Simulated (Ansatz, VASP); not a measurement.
# One calculation of Cu, two programs

The input INCAR:

```
SYSTEM = Cu
ALGO = Fast
EDIFF = 1E-6
ENCUT = 520
GGA = PE
ISIF = 2
ISMEAR = 0
LASPH = .True.
LCHARG = .True.
LELF = .True.
LREAL = Auto
LVHAR = .True.
LWAVE = .False.
NBANDS = 168
NELM = 100
PREC = Accurate
SIGMA = 0.1
```

KPOINTS

```
k-points
0
Gamma
  6 6 6
  0 0 0
```

File POSCAR:

```
Cu
1.0
   -5.4447042152      5.4447042152      0.0000000000
   -5.4447042152      0.0000000000      5.4447042152
    0.0000000000      5.4447042152      5.4447042152
Cu
27
Direct
    0.0000000000      0.0000000000      0.0000000000
    0.3333333333      0.0000000000      0.0000000000
    0.0000000000      0.3333333333      0.0000000000
    0.0000000000      0.0000000000      0.3333333333
    0.6666666667      0.0000000000      0.0000000000
    0.3333333333      0.3333333333      0.0000000000
    0.3333333333      0.0000000000      0.3333333333
    0.0000000000      0.6666666667      0.0000000000
    0.0000000000      0.3333333333      0.3333333333
    0.0000000000      0.0000000000      0.6666666667
    0.6666666667      0.3333333333      0.0000000000
    0.6666666667      0.0000000000      0.3333333333
    0.3333333333      0.6666666667      0.0000000000
    0.3333333333      0.3333333333      0.3333333333
    0.3333333333      0.0000000000      0.6666666667
    0.0000000000      0.6666666667      0.3333333333
    0.0000000000      0.3333333333      0.6666666667
    0.6666666667      0.6666666667      0.0000000000
    0.6666666667      0.3333333333      0.3333333333
    0.6666666667      0.0000000000      0.6666666667
    0.3333333333      0.6666666667      0.3333333333
    0.3333333333      0.3333333333      0.6666666667
    0.0000000000      0.6666666667      0.6666666667
    0.6666666667      0.6666666667      0.3333333333
    0.6666666667      0.3333333333      0.6666666667
    0.3333333333      0.6666666667      0.6666666667
    0.6666666667      0.6666666667      0.6666666667
```

Input for Ansatz:

```yaml
crystal:
  lattice:
    - [-5.4447042152, 5.4447042152, 0.0]
    - [-5.4447042152, 0.0, 5.4447042152]
    - [0.0, 5.4447042152, 5.4447042152]
  atoms:
    - { symbol: Cu, position: [0.0, 0.0, 0.0] }
    - { symbol: Cu, position: [0.3333333333, 0.0, 0.0] }
    - { symbol: Cu, position: [0.0, 0.3333333333, 0.0] }
    - { symbol: Cu, position: [0.0, 0.0, 0.3333333333] }
    - { symbol: Cu, position: [0.6666666667, 0.0, 0.0] }
    - { symbol: Cu, position: [0.3333333333, 0.3333333333, 0.0] }
    - { symbol: Cu, position: [0.3333333333, 0.0, 0.3333333333] }
    - { symbol: Cu, position: [0.0, 0.6666666667, 0.0] }
    - { symbol: Cu, position: [0.0, 0.3333333333, 0.3333333333] }
    - { symbol: Cu, position: [0.0, 0.0, 0.6666666667] }
    - { symbol: Cu, position: [0.6666666667, 0.3333333333, 0.0] }
    - { symbol: Cu, position: [0.6666666667, 0.0, 0.3333333333] }
    - { symbol: Cu, position: [0.3333333333, 0.6666666667, 0.0] }
    - { symbol: Cu, position: [0.3333333333, 0.3333333333, 0.3333333333] }
    - { symbol: Cu, position: [0.3333333333, 0.0, 0.6666666667] }
    - { symbol: Cu, position: [0.0, 0.6666666667, 0.3333333333] }
    - { symbol: Cu, position: [0.0, 0.3333333333, 0.6666666667] }
    - { symbol: Cu, position: [0.6666666667, 0.6666666667, 0.0] }
    - { symbol: Cu, position: [0.6666666667, 0.3333333333, 0.3333333333] }
    - { symbol: Cu, position: [0.6666666667, 0.0, 0.6666666667] }
    - { symbol: Cu, position: [0.3333333333, 0.6666666667, 0.3333333333] }
    - { symbol: Cu, position: [0.3333333333, 0.3333333333, 0.6666666667] }
    - { symbol: Cu, position: [0.0, 0.6666666667, 0.6666666667] }
    - { symbol: Cu, position: [0.6666666667, 0.6666666667, 0.3333333333] }
    - { symbol: Cu, position: [0.6666666667, 0.3333333333, 0.6666666667] }
    - { symbol: Cu, position: [0.3333333333, 0.6666666667, 0.6666666667] }
    - { symbol: Cu, position: [0.6666666667, 0.6666666667, 0.6666666667] }
basis:
  ecutwfc: 420
  xc_grid: 2
kpoints:
  mp_grid: { grid: [6, 6, 6], shift: [0.0, 0.0, 0.0] }
hamiltonian:
  xc: pbe
scf:
  occupations: { method: gaussian, width: 0.1 }
output:
  forces: true
  stress: true
  eigenvalues: true
```

Alike in both runs: task single point; functional PBE; k mesh 6 × 6 × 6; occupations gaussian, width 0.1 eV; no spin polarisation.

```csv
,VASP,Ansatz
version,VASP 6.6.1,Ansatz 0.2.0
potentials or method,"VASP PAW PBE potentials, release 64 (Cu), cutoff 520 eV","scalar-relativistic, plane waves, PAW"
valence electrons in the cell,297,513
```

|  | VASP | Ansatz | Ansatz less VASP |
| --- | --- | --- | --- |
| gap on the k mesh at the Fermi level (eV) | none | none | - |
| pressure (GPa) | 0.5 | 0.1 | -0.40 |

A gap of «none» marks a metal or a gap that the smearing closes. VASP's potentials hold 297 valence electrons a cell and Ansatz's 513, so a difference there can come from the potentials and not from the codes.
